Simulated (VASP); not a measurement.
Here is a VASP 6.6.1 calculation.

INCAR

```
SYSTEM = ScAl2
  PREC = Accurate
  ENCUT = 520
  EDIFF = 1E-6
  ISMEAR = 0
  SIGMA = 0.15
  LREAL = .False.
  LASPH = .True.
  NELM = 100
  ALGO = Fast
  ISIF = 2
  LWAVE = .False.
  LCHARG = .False.
  GGA = PS
  NBANDS = 26
```

The input KPOINTS:

```
Automatic mesh
0
Gamma
  12 12 12
  0 0 0
```

Contents of POSCAR:

```
ScAl2
1.0
    0.0000000000      3.7634024185      3.7634024185
    3.7634024185      0.0000000000      3.7634024185
    3.7634024185      3.7634024185      0.0000000000
Sc Al
2 4
Direct
    0.5000000000      0.5000000000      0.5000000000
    0.7500000000      0.7500000000      0.7500000000
    0.1250000000      0.1250000000      0.1250000000
    0.6250000000      0.1250000000      0.1250000000
    0.1250000000      0.6250000000      0.1250000000
    0.1250000000      0.1250000000      0.6250000000
```

Potentials or basis: VASP PAW PBE potentials, release 64 (Sc_sv, Al).

Launch:

```console
$ cat potpaw_PBE.64/Sc_sv/POTCAR potpaw_PBE.64/Al/POTCAR > POTCAR
$ mpirun -np 1 vasp_std > vasp.out
```

Q: What does it give for the pressure?

A: 0.1 GPa.

Q: What does it give for the band gap on the k mesh?

A: Zero (bands 17 and 18 overlap by 2.39 eV).

Caveat: the PAW data sets were made with another functional, which shifts forces and pressure a little.
